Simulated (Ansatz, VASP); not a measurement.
# Two plane-wave programs on Be2ZnTe2O

The input INCAR:

```
SYSTEM = Be2ZnTe2O
PREC     = Accurate       ! precision mode
ENCUT    = 520            ! plane-wave cutoff, eV
EDIFF    = 1E-6           ! SCF threshold, eV
ISMEAR   = 0              ! smearing method
SIGMA    = 0.1            ! smearing width, eV
LREAL    = .False.        ! projectors in reciprocal space
LASPH    = .True.         ! aspherical terms in the spheres
NELM     = 60             ! most SCF steps
ALGO     = Normal         ! electronic algorithm
ISIF     = 2              ! what is computed and relaxed
LWAVE    = .False.        ! write WAVECAR
LCHARG   = .False.        ! write CHGCAR
GGA      = PE             ! functional
NBANDS   = 26             ! bands
```

Contents of KPOINTS:

```
regular mesh
0
Gamma
  4 4 4
  0 0 0
```

File POSCAR:

```
Be2ZnTe2O
1.0
    2.6815017300     -4.4641850100      0.0000000000
    2.6815017300      4.4641850100      0.0000000000
    0.0000000000      0.0000000000      4.3197135600
Be Zn Te O
2 1 2 1
Direct
    0.5000000000      0.0000000000      0.5000000000
    0.0000000000      0.5000000000      0.5000000000
    0.0000000000      0.0000000000      0.0000000000
    0.6641809900      0.3358190100      0.0000000000
    0.3358190100      0.6641809900      0.0000000000
    0.5000000000      0.5000000000      0.5000000000
```

Input for Ansatz:

```yaml
crystal:
  lattice:
    - [2.68150173, -4.46418501, 0.0]
    - [2.68150173, 4.46418501, 0.0]
    - [0.0, 0.0, 4.31971356]
  atoms:
    - { symbol: Be, position: [0.5, 0.0, 0.5] }
    - { symbol: Be, position: [0.0, 0.5, 0.5] }
    - { symbol: Zn, position: [0.0, 0.0, 0.0] }
    - { symbol: Te, position: [0.66418099, 0.33581901, 0.0] }
    - { symbol: Te, position: [0.33581901, 0.66418099, 0.0] }
    - { symbol: O, position: [0.5, 0.5, 0.5] }
basis:
  ecutwfc: 420
kpoints:
  mp_grid: { grid: [4, 4, 4] }
hamiltonian:
  xc: pbe
scf:
  occupations: { method: gaussian, width: 0.1 }
  lower_state_search: "off"
output:
  forces: true
  stress: true
  eigenvalues: true
```

Change from the starting cell: species swapped into the CeAlCu2Ni2 type (Cmmm, No. 65).

Alike in both runs: task single point; functional PBE; k mesh 4 × 4 × 4; occupations gaussian, width 0.1 eV; no spin polarisation.

```csv
,VASP,Ansatz
version,VASP 6.6.1,Ansatz 0.2.0
potentials or method,"VASP PAW PBE potentials, release 64 (Be, Zn, Te, O), cutoff 520 eV","scalar-relativistic, plane waves, PAW"
valence electrons in the cell,34,54
```

VASP gave:

* gap on the k mesh at the Fermi level (eV): none
* pressure (GPa): 2.7
* traceless stress, the component that is largest in VASP (GPa): -2.77
* rms of the force components (eV/Å): 0.078

Task: What did Ansatz give for the same quantities?

Result: gap on the k mesh at the Fermi level (eV): none; pressure (GPa): 2.7; traceless stress, the component that is largest in VASP (GPa): -2.78; rms of the force components (eV/Å): 0.070.

Atom by atom the forces differ by 0.008 eV/Å (rms over components). A gap of «none» marks a metal or a gap that the smearing closes. The functional is the same, so the differences come from potentials, cutoffs and numerics. VASP's potentials hold 34 valence electrons a cell and Ansatz's 54, so a difference there can come from the potentials and not from the codes.

The k mesh is coarse, so the values compare programs but aren't converged. Neither program's run includes spin-orbit coupling.
